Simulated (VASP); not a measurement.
# Ga (Pm-3m) in VASP: notebook, part 2 of 2

VASP 6.6.1.

## (4) Single point, RPBE

This run uses another cell than the first one, of 21.06 Å³/atom, 1.051 times its volume.

Contents of INCAR:

```
SYSTEM = Ga
PREC = Accurate ; ENCUT = 520
EDIFF = 1E-7 ; ISMEAR = -1
SIGMA = 0.05 ; LREAL = .FALSE.
LASPH = .TRUE. ; NELM = 100
ALGO = Normal ; ISIF = 2
LWAVE = .FALSE. ; LCHARG = .TRUE.
GGA = RP ; LELF = .TRUE.
LVHAR = .TRUE. ; NBANDS = 12
```

Contents of KPOINTS:

```
regular mesh
0
G
  10 10 10
  0 0 0
```

Contents of POSCAR:

```
Ga
1.0
    2.7615123811      0.0000000000      0.0000000000
    0.0000000000      2.7615123811      0.0000000000
    0.0000000000      0.0000000000      2.7615123811
Ga
1
Direct
    0.0000000000      0.0000000000      0.0000000000
```

Potentials or basis: VASP PAW PBE potentials, release 64 (Ga_d).

On the command line:

```console
> cat potpaw_PBE.64/Ga_d/POTCAR > POTCAR
> mpirun -np 1 vasp_std > vasp.out
```

OUTCAR:

```text
SYSTEM = Ga
   PREC = Accurate
   ENCUT = 520
   EDIFF = 1E-7
   ISMEAR = -1
   LREAL = .FALSE.
   LASPH = .TRUE.
   NELM = 100
   ISIF = 2
   GGA = RP

 ion  position               nearest neighbor table
   1  0.000  0.000  0.000-

  LATTYP: Found a simple cubic cell.
 ALAT       =     2.7615123811

  Lattice vectors:

 A1 = (   2.7615123811,   0.0000000000,   0.0000000000)
 A2 = (   0.0000000000,   2.7615123811,   0.0000000000)
 A3 = (   0.0000000000,   0.0000000000,   2.7615123811)

Analysis of symmetry for initial positions (statically):
=====================================================================
 Subroutine PRICEL returns:
 Original cell was already a primitive cell.

 Routine SETGRP: Setting up the symmetry group for a
 simple cubic supercell.

 Subroutine GETGRP returns: Found 48 space group operations
 (whereof 48 operations were pure point group operations)
 out of a pool of 48 trial point group operations.

The static configuration has the point symmetry O_h .

Analysis of symmetry for dynamics (positions and initial velocities):
=====================================================================
 Subroutine PRICEL returns:
 Original cell was already a primitive cell.

 Routine SETGRP: Setting up the symmetry group for a
 simple cubic supercell.

 Subroutine GETGRP returns: Found 48 space group operations
 (whereof 48 operations were pure point group operations)
 out of a pool of 48 trial point group operations.

The dynamic configuration has the point symmetry O_h .

 Subroutine INISYM returns: Found 48 space group operations
 (whereof 48 operations are pure point group operations),
 and found     1 'primitive' translations

----------------------------------------------------------------------------------------

                                     Primitive cell

  volume of cell :      21.0592

[... 105 lines left out ...]
     AMIX     =   0.40;   BMIX     =  1.00
     AMIX_MAG =   1.60;   BMIX_MAG =  1.00
  volume/ion in A,a.u.               =      21.06       142.11
  Fermi-wavevector in a.u.,A,eV,Ry     =   1.393934  2.634154 26.436837  1.943053
  Thomas-Fermi vector in A             =   2.517532
   LORBIT       =      0    0 simple, 1 ext, 2 COOP (PROOUT), +10 PAW based schemes
   GGA     = RP    functional components
   LHFCALC =     F    Hartree Fock is set to
   AEXX    =    0.0000 exact exchange contribution
   IVDW    =     0    specifies the selected vdW correction
   LEPSILON=     F    determine dielectric tensor
   LRPA    =     F    only Hartree local field effects (RPA)
 non-spin polarized calculation
  energy-cutoff  :      520.00
  volume of cell :       21.06
 maximum number of plane-waves:       587
 NGX is ok and might be reduce to    24
   NGX = 11   NGY = 11   NGZ = 11

 number of electron      12.9999999 magnetization

 Free energy of the ion-electron system (eV)
  ---------------------------------------------------
  ext. energy  EPLUGINS =         0.00000000
  ---------------------------------------------------
  free energy    TOTEN  =        -2.47507885 eV

  energy without entropy =       -2.47021076  energy(sigma->0) =       -2.47264481

 E-fermi :   4.5079     XC(G=0): -10.2672

 val. band max:        4.4282693176   @ k =   0.4000   0.3000   0.2000
 cond. band min:       4.5511989540   @ k =   0.4000   0.4000   0.1000
 fundamental gap:      0.1229296364
 Fermi energy:         4.5079263859

 k-point     1 :       0.0000    0.0000    0.0000
  band No.  band energies     occupation
      1     -10.5872      2.00000
      2     -10.5872      2.00000
      3     -10.1336      2.00000
      4     -10.1336      2.00000
      5     -10.1336      2.00000
      6      -5.7353      2.00000
      7      13.1415      0.00000
      8      13.1415      0.00000
      9      13.1415      0.00000
     10      16.0064      0.00000
     11      16.0064      0.00000
     12      18.2685      0.00000
[... 331 lines left out ...]
 k-point    24 :       0.3000    0.1000    0.1000
  band No.  band energies     occupation
      1     -10.5183      2.00000
      2     -10.3621      2.00000
      3     -10.2347      2.00000
      4     -10.2289      2.00000
      5     -10.1504      2.00000
      6      -3.5826      2.00000
      7       4.9343      0.00040
      8      12.3122      0.00000
      9      12.9942      0.00000
     10      20.1647      0.00000
     11      20.5192      0.00000
     12      21.7267      0.00000

 [... further k-points ...]
[... 5 lines left out ...]
  --------------------------------------------------------------------------------------
  -------------------------------------------------------------------------------------
  Total        0.0156569      0.0156569      0.0156569      0.0000000      0.0000000     -0.0000000
  in kB        1.1911709      1.1911709      1.1911709      0.0000000      0.0000000     -0.0000000
  external PRESSURE =       1.1911709 kB  Pullay stress =       0.0000000 kB

 VOLUME and BASIS-vectors are now :
 -----------------------------------------------------------------------------
  energy-cutoff  :      520.00
  volume of cell :       21.06
      direct lattice vectors                 reciprocal lattice vectors
     2.761512381  0.000000000  0.000000000     0.362120412  0.000000000  0.000000000
     0.000000000  2.761512381  0.000000000     0.000000000  0.362120412  0.000000000
     0.000000000  0.000000000  2.761512381     0.000000000  0.000000000  0.362120412

 POSITION                                       TOTAL-FORCE (eV/Angst)
 -----------------------------------------------------------------------------------
      0.00000      0.00000      0.00000         0.000000      0.000000      0.000000
 -----------------------------------------------------------------------------------
    total drift:                                0.000000     -0.000000      0.000000

  FREE ENERGIE OF THE ION-ELECTRON SYSTEM (eV)
  ---------------------------------------------------
  free  energy   TOTEN  =        -2.4750788542 eV

  energy  without entropy=       -2.4702107618  energy(sigma->0) =       -2.47264481
```

stdout:

```text
POSCAR found type information on POSCAR Ga
 POSCAR found :  1 types and       1 ions
 scaLAPACK will be used
 -----------------------------------------------------------------------------
|                                                                             |
|                                                                             |
|     You enforced a specific xc type in the INCAR file but a different       |
|     I HOPE YOU KNOW WHAT YOU ARE DOING!                                     |
|                                                                             |
 -----------------------------------------------------------------------------

 LDA part: xc-table for (Slater+PW92), standard interpolation
 POSCAR, INCAR and KPOINTS ok, starting setup
 FFT: planning ... GRIDC
 FFT: planning ... GRID_SOFT
 FFT: planning ... GRID
 WAVECAR not read
 entering main loop
```

It took 4.6 s on 1 thread of Intel Xeon 6975P-C (Granite Rapids), shared host; peak memory 0.14 GiB.

Results:

```
Free energy : -2.4751 eV
Pressure    : 0.1 GPa
```

Levels at points of the mesh, in eV from the Fermi level:
| k point | band 4 | band 5 | band 6 | band 7 | band 8 | band 9 |
| --- | --- | --- | --- | --- | --- | --- |
| (0.00, 0.00, 0.00) | -14.64 | -14.64 | -10.24 | 8.63 | 8.63 | 8.63 |
| (0.50, 0.00, 0.00) | -14.77 | -14.63 | -6.12 | -3.91 | 11.87 | 11.87 |
| (0.50, 0.50, 0.00) | -14.75 | -14.52 | -1.81 | -0.62 | -0.62 | 4.15 |
| (0.50, 0.50, 0.50) | -14.51 | -14.51 | 2.52 | 2.52 | 2.52 | 3.27 |

Caveat: the PAW data sets were made with another functional, which shifts forces and pressure a little.

## (5) Single point, revPBE

This run uses another cell than the first one, of 20.82 Å³/atom, 1.038 times its volume.

Contents of INCAR:

```
SYSTEM = Ga
  PREC = Accurate
  ENCUT = 520
  EDIFF = 1E-7
  ISMEAR = -1
  SIGMA = 0.05
  LREAL = .False.
  LASPH = .True.
  NELM = 80
  ALGO = Fast
  ISIF = 2
  LWAVE = .False.
  LCHARG = .False.
  GGA = RE
  NBANDS = 12
```

Contents of KPOINTS:

```
Automatic mesh
0
Gamma
  10 10 10
  0 0 0
```

Contents of POSCAR:

```
Ga
1.0
    2.7508614831      0.0000000000      0.0000000000
    0.0000000000      2.7508614831      0.0000000000
    0.0000000000      0.0000000000      2.7508614831
Ga
1
Direct
    0.0000000000      0.0000000000      0.0000000000
```

On the command line:

```console
> cat potpaw_PBE.64/Ga_d/POTCAR > POTCAR
> mpirun -np 1 vasp_std > vasp.out
```

Run time: 4.8 s. Hardware: 1 thread of Intel Xeon 6975P-C (Granite Rapids), shared host; peak memory 0.12 GiB.

The run converged. Its results:

* Free energy: -2.5366 eV
* Pressure: 0.1 GPa

Levels at points of the mesh, in eV from the Fermi level:
| k point | band 4 | band 5 | band 6 | band 7 | band 8 | band 9 |
| --- | --- | --- | --- | --- | --- | --- |
| (0.00, 0.00, 0.00) | -14.63 | -14.63 | -10.32 | 8.71 | 8.71 | 8.71 |
| (0.50, 0.00, 0.00) | -14.76 | -14.62 | -6.14 | -3.95 | 11.99 | 11.99 |
| (0.50, 0.50, 0.00) | -14.74 | -14.51 | -1.77 | -0.63 | -0.63 | 4.17 |
| (0.50, 0.50, 0.50) | -14.50 | -14.50 | 2.54 | 2.54 | 2.54 | 3.38 |

Caveat: the PAW data sets were made with another functional, which shifts forces and pressure a little.

## (6) Summary

| level | cell | smearing | gap on the mesh (eV) | pressure (GPa) |
| --- | --- | --- | --- | --- |
| BLYP | a = 2.716 Å, 1 atom | fermi-dirac 0.05 eV | none | 5.1 |
| PBE | a = 2.716 Å, 1 atom | gaussian 0.012 eV | none | 0.7 |
| RPBE | a = 2.762 Å, 1 atom | fermi-dirac 0.05 eV | none | 0.1 |
| revPBE | a = 2.751 Å, 1 atom | fermi-dirac 0.05 eV | none | 0.1 |

Alike in all rows: task single point; potentials or basis VASP PAW PBE potentials, release 64 (Ga_d); no spin polarisation; k mesh 10 × 10 × 10; cutoff (eV) 520.

Caveats: the PAW data sets were made with another functional, which shifts forces and pressure a little (some runs).

Total energies depend on the potentials used, so only differences within one code and one set of settings carry meaning.
